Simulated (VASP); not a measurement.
# Mo6C in VASP: notebook, part 2 of 2

VASP 6.6.1.

### Step 3. Single point, PBE

Contents of INCAR:

```
SYSTEM = Mo6C
PREC = Accurate
ENCUT = 520
EDIFF = 1E-6
ISMEAR = 0
SIGMA = 0.1
LREAL = .False.
LASPH = .True.
NELM = 60
ALGO = Normal
ISIF = 2
LWAVE = .False.
LCHARG = .True.
LDIPOL = .True.
IDIPOL = 3
DIPOL = 0.5 0.5 0.336
GGA = PE
LELF = .True.
LVHAR = .True.
LVACPOTAV = .True.
NBANDS = 53
```

Contents of KPOINTS:

```
regular mesh
0
Gamma
  6 6 1
  0 0 0
```

Contents of POSCAR:

```
Mo6C
1.0
    4.4695765307      0.0000000000      0.0000000000
   -2.2347882654      3.8707668198      0.0000000000
    0.0000000000      0.0000000000     19.7595667302
Mo C
6 1
Direct
    0.6666666667      0.3333333333      0.2024335885
    0.3333333333      0.6666666667      0.2486060831
    0.0000000000      0.0000000000      0.2947785778
    0.6666666667      0.3333333333      0.3368821123
    0.3333333333      0.6666666667      0.3779725567
    0.0000000000      0.0000000000      0.4180034331
    0.8888888889      0.2222222222      0.4759805266
```

Potentials or basis: VASP PAW PBE potentials, release 64 (Mo_sv, C).

Launch:

```console
cat potpaw_PBE.64/Mo_sv/POTCAR potpaw_PBE.64/C/POTCAR > POTCAR
mpirun -np 1 vasp_std > vasp.out
```

OUTCAR:

```text
SYSTEM = Mo6C
   PREC = Accurate
   ENCUT = 520
   EDIFF = 1E-6
   ISMEAR = 0
   LREAL = .False.
   LASPH = .True.
   NELM = 60
   ISIF = 2
   GGA = PE

 ion  position               nearest neighbor table
   1  0.667  0.333  0.202-   4 2.66   2 2.74   2 2.74   2 2.74   3 3.16   3 3.16   3 3.16
   2  0.333  0.667  0.249-   5 2.56   1 2.74   1 2.74   3 2.74   1 2.74   3 2.74   3 2.74   4 3.11
                             4 3.11   4 3.11
   3  0.000  0.000  0.295-   6 2.43   4 2.71   4 2.71   4 2.71   2 2.74   2 2.74   2 2.74   5 3.06
                             5 3.06   5 3.06   1 3.16   1 3.16   1 3.16
   4  0.667  0.333  0.337-   1 2.66   5 2.71   5 2.71   5 2.71   3 2.71   3 2.71   3 2.71   6 3.04
                             6 3.04   6 3.04   2 3.11   2 3.11   2 3.11
   5  0.333  0.667  0.378-   2 2.56   6 2.70   6 2.70   6 2.70   4 2.71   4 2.71   4 2.71   7 2.77
                             3 3.06   3 3.06   3 3.06
   6  0.000  0.000  0.418-   7 1.74   3 2.43   5 2.70   5 2.70   5 2.70   4 3.04   4 3.04   4 3.04

   7  0.889  0.222  0.476-   6 1.74   5 2.77

  LATTYP: Found a hexagonal cell.
 ALAT       =     4.4695765307
 C/A-ratio  =     4.4209035452

  Lattice vectors:

 A1 = (   4.4695765307,   0.0000000000,   0.0000000000)
 A2 = (  -2.2347882654,   3.8707668198,   0.0000000000)
 A3 = (   0.0000000000,   0.0000000000,  19.7595667302)

Analysis of symmetry for initial positions (statically):
=====================================================================
 Subroutine PRICEL returns:
 Original cell was already a primitive cell.

 Routine SETGRP: Setting up the symmetry group for a
 hexagonal supercell.

 Subroutine GETGRP returns: Found  1 space group operations
 (whereof  1 operations were pure point group operations)
 out of a pool of 24 trial point group operations.

The static configuration has the point symmetry C_1 .

[... 142 lines left out ...]
   GGA     = PE    functional components
   LHFCALC =     F    Hartree Fock is set to
   AEXX    =    0.0000 exact exchange contribution
   IVDW    =     0    specifies the selected vdW correction
   LEPSILON=     F    determine dielectric tensor
   LRPA    =     F    only Hartree local field effects (RPA)
 non-spin polarized calculation
 Gauss-broadening in eV      SIGMA  =   0.10
  energy-cutoff  :      520.00
  volume of cell :      341.85
 maximum number of plane-waves:      9223
 NGX is ok and might be reduce to    36
   NGX = 17   NGY = 17   NGZ = 73

 dipolmoment           0.000000      0.000000     -0.551494 electrons x Angstroem

 number of electron      88.0000007 magnetization

 dipolmoment           0.000000      0.000000      0.226944 electrons x Angstroem

 Free energy of the ion-electron system (eV)
  ---------------------------------------------------
  ext. energy  EPLUGINS =         0.00000000
  ---------------------------------------------------
  free energy    TOTEN  =       -65.08203915 eV

  energy without entropy =      -65.04212977  energy(sigma->0) =      -65.06208446

 E-fermi :   0.3425     XC(G=0):  -5.0486

 val. band max:        0.3306444630   @ k =   0.3333   0.1667   0.0000
 cond. band min:       0.3439906089   @ k =   0.3333  -0.0000   0.0000
 fundamental gap:      0.0133461460
 Fermi energy:         0.3424825616

 k-point     1 :       0.0000    0.0000    0.0000
  band No.  band energies     occupation
      1     -60.8659      2.00000
      2     -60.6607      2.00000
      3     -60.5872      2.00000
      4     -60.5392      2.00000
      5     -60.3851      2.00000
      6     -60.1661      2.00000
[... 1109 lines left out ...]
     52       1.8067      0.00000
     53       2.0100      0.00000

------------------------ aborting loop because EDIFF is reached ----------------------------------------

  FORCE on cell =-STRESS in cart. coord.  units (eV):
  Direction    XX          YY          ZZ          XY          YZ          ZX
  --------------------------------------------------------------------------------------
  -------------------------------------------------------------------------------------
  Total       -0.4639109     -2.6366857      0.8409364     -3.0719868      2.5150529     -1.9833669
  in kB       -2.1742244    -12.3574297      3.9412404    -14.3975676     11.7873695     -9.2955016
  external PRESSURE =      -3.5301379 kB  Pullay stress =       0.0000000 kB

 VOLUME and BASIS-vectors are now :
 -----------------------------------------------------------------------------
  energy-cutoff  :      520.00
  volume of cell :      341.85
      direct lattice vectors                 reciprocal lattice vectors
     4.469576531  0.000000000  0.000000000     0.223734842  0.129173371  0.000000000
    -2.234788265  3.870766820  0.000000000     0.000000000  0.258346743  0.000000000
     0.000000000  0.000000000 19.759566730     0.000000000  0.000000000  0.050608397

 POSITION                                       TOTAL-FORCE (eV/Angst)
 -----------------------------------------------------------------------------------
      2.23479      1.29026      4.00000         0.033976      0.023902      1.914370
     -0.00000      2.58051      4.91235         0.045136     -0.057283     -0.377057
      0.00000      0.00000      5.82470        -0.348207      0.351120     -3.109884
      2.23479      1.29026      6.65664        -0.276994     -0.178430     -0.674542
     -0.00000      2.58051      7.46857         0.369491     -0.330020      1.221325
      0.00000      0.00000      8.25957         2.522550     -2.195212      0.964324
      3.47634      0.86017      9.40517        -2.345954      2.385923      0.061465
 -----------------------------------------------------------------------------------
    total drift:                                0.000051     -0.000046     -0.000094

  FREE ENERGIE OF THE ION-ELECTRON SYSTEM (eV)
  ---------------------------------------------------
  free  energy   TOTEN  =       -65.0820391480 eV

  energy  without entropy=      -65.0421297743  energy(sigma->0) =      -65.06208446

 vacuum level on the upper side and lower side of the slab         6.209         3.835
```

OSZICAR:

```text
N       E                     dE             d eps       ncg     rms          rms(c)
DAV:   1     0.870645265687E+03    0.87065E+03   -0.54654E+04  2832   0.146E+03
DAV:   2    -0.311204381196E+02   -0.90177E+03   -0.88324E+03  2418   0.425E+02
DAV:   3    -0.708069184008E+02   -0.39686E+02   -0.38525E+02  2781   0.733E+01
[... 24 lines left out ...]
DAV:  28    -0.650820276074E+02   -0.12547E-04   -0.76061E-07  1596   0.295E-03    0.212E-03
DAV:  29    -0.650820346075E+02   -0.70001E-05   -0.54226E-07  1556   0.271E-03    0.941E-04
DAV:  30    -0.650820377236E+02   -0.31162E-05   -0.28716E-07  1537   0.156E-03    0.511E-04
DAV:  31    -0.650820387737E+02   -0.10501E-05   -0.73662E-08  1399   0.835E-04    0.382E-04
DAV:  32    -0.650820391480E+02   -0.37425E-06   -0.43911E-08  1366   0.452E-04
   1 F= -.65082039E+02 E0= -.65062084E+02  d E =-.399094E-01
```

Run time: 27 min. Hardware: 1 thread of Intel Xeon 8259CL, shared host; peak memory 0.63 GiB.

Results:

- Free energy: -65.0820 eV
- Largest force: 3.480 eV/Å
- Band gap on the k mesh: zero (bands 44 and 45 overlap by 0.03 eV)

Forces on the atoms (eV/Å):
```
Mo   0.034  0.024  1.914
Mo   0.045 -0.057 -0.377
Mo  -0.348  0.351 -3.110
Mo  -0.277 -0.178 -0.675
Mo   0.369 -0.330  1.221
Mo   2.523 -2.195  0.964
C   -2.346  2.386  0.061
```

### Step 4. Single point, PBE

Contents of INCAR:

```
SYSTEM = Mo6C
ALGO = Normal
DIPOL = 0.5 0.5 0.334
EDIFF = 1E-6
ENCUT = 520
GGA = PE
IDIPOL = 3
ISIF = 2
ISMEAR = 0
LASPH = .True.
LCHARG = .False.
LDIPOL = .True.
LREAL = .False.
LWAVE = .False.
NBANDS = 53
NELM = 60
PREC = Accurate
SIGMA = 0.1
```

Contents of KPOINTS:

```
k-points
0
Gamma
  6 6 1
  0 0 0
```

POSCAR, as its differences from that of step 3:

```diff
@@ -14,2 +14,2 @@
     0.0000000000      0.0000000000      0.4180034331
-    0.8888888889      0.2222222222      0.4759805266
+    0.1111111111      0.4444444444      0.4596412393
```

Potentials or basis: VASP PAW PBE potentials, release 64 (Mo_sv, C).

Launch:

```console
cat potpaw_PBE.64/Mo_sv/POTCAR potpaw_PBE.64/C/POTCAR > POTCAR
mpirun -np 1 vasp_std > vasp.out
```

OUTCAR:

```text
SYSTEM = Mo6C
   EDIFF = 1E-6
   ENCUT = 520
   GGA = PE
   ISIF = 2
   ISMEAR = 0
   LASPH = .True.
   LREAL = .False.
   NELM = 60
   PREC = Accurate

 ion  position               nearest neighbor table
   1  0.667  0.333  0.202-   4 2.66   2 2.74   2 2.74   2 2.74   3 3.16   3 3.16   3 3.16
   2  0.333  0.667  0.249-   5 2.56   1 2.74   1 2.74   3 2.74   1 2.74   3 2.74   3 2.74   4 3.11
                             4 3.11   4 3.11
   3  0.000  0.000  0.295-   6 2.43   4 2.71   4 2.71   4 2.71   2 2.74   2 2.74   2 2.74   5 3.06
                             5 3.06   5 3.06   1 3.16   1 3.16   1 3.16
   4  0.667  0.333  0.337-   1 2.66   5 2.71   5 2.71   5 2.71   3 2.71   3 2.71   3 2.71   6 3.04
                             6 3.04   6 3.04   2 3.11   2 3.11   2 3.11
   5  0.333  0.667  0.378-   7 1.89   2 2.56   6 2.70   6 2.70   6 2.70   4 2.71   4 2.71   4 2.71
                             3 3.06   3 3.06   3 3.06
   6  0.000  0.000  0.418-   7 1.97   3 2.43   5 2.70   5 2.70   5 2.70   4 3.04   4 3.04   4 3.04

   7  0.111  0.444  0.460-   5 1.89   6 1.97

  LATTYP: Found a hexagonal cell.
 ALAT       =     4.4695765307
 C/A-ratio  =     4.4209035452

  Lattice vectors:

 A1 = (   4.4695765307,   0.0000000000,   0.0000000000)
 A2 = (  -2.2347882654,   3.8707668198,   0.0000000000)
 A3 = (   0.0000000000,   0.0000000000,  19.7595667302)

Analysis of symmetry for initial positions (statically):
=====================================================================
 Subroutine PRICEL returns:
 Original cell was already a primitive cell.

 Routine SETGRP: Setting up the symmetry group for a
 hexagonal supercell.

 Subroutine GETGRP returns: Found  1 space group operations
 (whereof  1 operations were pure point group operations)
 out of a pool of 24 trial point group operations.

The static configuration has the point symmetry C_1 .

Analysis of symmetry for dynamics (positions and initial velocities):
=====================================================================
[... 145 lines left out ...]
   LRPA    =     F    only Hartree local field effects (RPA)
 non-spin polarized calculation
 Gauss-broadening in eV      SIGMA  =   0.10
  energy-cutoff  :      520.00
  volume of cell :      341.85
 maximum number of plane-waves:      9223
 NGX is ok and might be reduce to    36
   NGX = 17   NGY = 17   NGZ = 73

 dipolmoment           0.000000      0.000000     -0.667781 electrons x Angstroem

 number of electron      88.0000007 magnetization

 dipolmoment           0.000000      0.000000      0.159119 electrons x Angstroem

 Free energy of the ion-electron system (eV)
  ---------------------------------------------------
  ext. energy  EPLUGINS =         0.00000000
  ---------------------------------------------------
  free energy    TOTEN  =       -66.59914847 eV

  energy without entropy =      -66.56221222  energy(sigma->0) =      -66.58068034

 E-fermi :   0.4915     XC(G=0):  -4.9918

 val. band max:        0.4789313450   @ k =   0.5000   0.5000   0.0000
 cond. band min:       0.5084408339   @ k =   0.3333   0.1667   0.0000
 fundamental gap:      0.0295094889
 Fermi energy:         0.4915313129

 k-point     1 :       0.0000    0.0000    0.0000
  band No.  band energies     occupation
      1     -60.6758      2.00000
      2     -60.4448      2.00000
      3     -60.4003      2.00000
      4     -60.3312      2.00000
      5     -60.2522      2.00000
      6     -60.1482      2.00000
[... 1109 lines left out ...]
     52       1.9401      0.00000
     53       2.4004      0.00000

------------------------ aborting loop because EDIFF is reached ----------------------------------------

 vacuum level on the upper side and lower side of the slab       (xc-potential included)         0.766        -0.815

  FORCE on cell =-STRESS in cart. coord.  units (eV):
  Direction    XX          YY          ZZ          XY          YZ          ZX
  --------------------------------------------------------------------------------------
  -------------------------------------------------------------------------------------
  Total       -3.2351163      0.0065068      2.9842761      0.7884332     -2.0823438     -1.2897699
  in kB      -15.1621114      0.0304958     13.9864914      3.6951720     -9.7593794     -6.0448012
  external PRESSURE =      -0.3817081 kB  Pullay stress =       0.0000000 kB

 VOLUME and BASIS-vectors are now :
 -----------------------------------------------------------------------------
  energy-cutoff  :      520.00
  volume of cell :      341.85
      direct lattice vectors                 reciprocal lattice vectors
     4.469576531  0.000000000  0.000000000     0.223734842  0.129173371  0.000000000
    -2.234788265  3.870766820  0.000000000     0.000000000  0.258346743  0.000000000
     0.000000000  0.000000000 19.759566730     0.000000000  0.000000000  0.050608397

 POSITION                                       TOTAL-FORCE (eV/Angst)
 -----------------------------------------------------------------------------------
      2.23479      1.29026      4.00000         0.096482      0.004876      2.191792
     -0.00000      2.58051      4.91235        -0.102940     -0.046962     -1.701910
      0.00000      0.00000      5.82470         0.169413      0.465932     -1.983068
      2.23479      1.29026      6.65664        -0.404767     -0.171776     -0.977611
     -0.00000      2.58051      7.46857         0.800252      1.183815     -0.293878
      0.00000      0.00000      8.25957         0.446340     -0.921781      2.733129
     -0.49662      1.72034      9.08231        -1.004780     -0.514103      0.031546
 -----------------------------------------------------------------------------------
    total drift:                               -0.000023      0.000002      0.000168

  FREE ENERGIE OF THE ION-ELECTRON SYSTEM (eV)
  ---------------------------------------------------
  free  energy   TOTEN  =       -66.5991484685 eV

  energy  without entropy=      -66.5622122203  energy(sigma->0) =      -66.58068034

 vacuum level on the upper side and lower side of the slab         5.747         4.035
```

OSZICAR:

```text
N       E                     dE             d eps       ncg     rms          rms(c)
DAV:   1     0.879438944596E+03    0.87944E+03   -0.54622E+04  2808   0.146E+03
DAV:   2    -0.332340312856E+02   -0.91267E+03   -0.89358E+03  2418   0.427E+02
DAV:   3    -0.728247363608E+02   -0.39591E+02   -0.38413E+02  2801   0.743E+01
[... 25 lines left out ...]
DAV:  29    -0.665991244779E+02   -0.20469E-04   -0.34920E-06  1785   0.837E-03    0.285E-03
DAV:  30    -0.665991381156E+02   -0.13638E-04   -0.79255E-07  1551   0.353E-03    0.232E-03
DAV:  31    -0.665991453098E+02   -0.71942E-05   -0.50094E-07  1509   0.213E-03    0.725E-04
DAV:  32    -0.665991479209E+02   -0.26111E-05   -0.27818E-07  1454   0.153E-03    0.319E-04
DAV:  33    -0.665991484685E+02   -0.54760E-06   -0.84493E-08  1372   0.814E-04
   1 F= -.66599148E+02 E0= -.66580680E+02  d E =-.369362E-01
```

It took 34 min on 1 thread of Intel Xeon 8259CL, shared host; peak memory 0.63 GiB.

Results:

* Free energy: -66.5991 eV
* Largest force: 2.919 eV/Å
* Band gap on the k mesh: zero (bands 44 and 45 overlap by 0.14 eV)

Forces in eV/Å, atoms in the order of the input:
```
Mo   0.096  0.005  2.192
Mo  -0.103 -0.047 -1.702
Mo   0.169  0.466 -1.983
Mo  -0.405 -0.172 -0.978
Mo   0.800  1.184 -0.294
Mo   0.446 -0.922  2.733
C   -1.005 -0.514  0.032
```

### Step 5. Summary

```tsv
cell	gap on the mesh (eV)	largest force (eV/Å)
as given, atomic positions A	none	4.05
as given, atomic positions B	none	3.48
as given, atomic positions C	none	2.92
```

Alike in all rows: task single point; level PBE; potentials or basis VASP PAW PBE potentials, release 64 (Mo_sv, C); no spin polarisation; k mesh 6 × 6 × 1; cutoff (eV) 520; smearing gaussian 0.1 eV.

Absolute energies hang on the potentials; compare differences alone.

The gap in the log of VASP goes by the Fermi energy; the results here count the filled bands.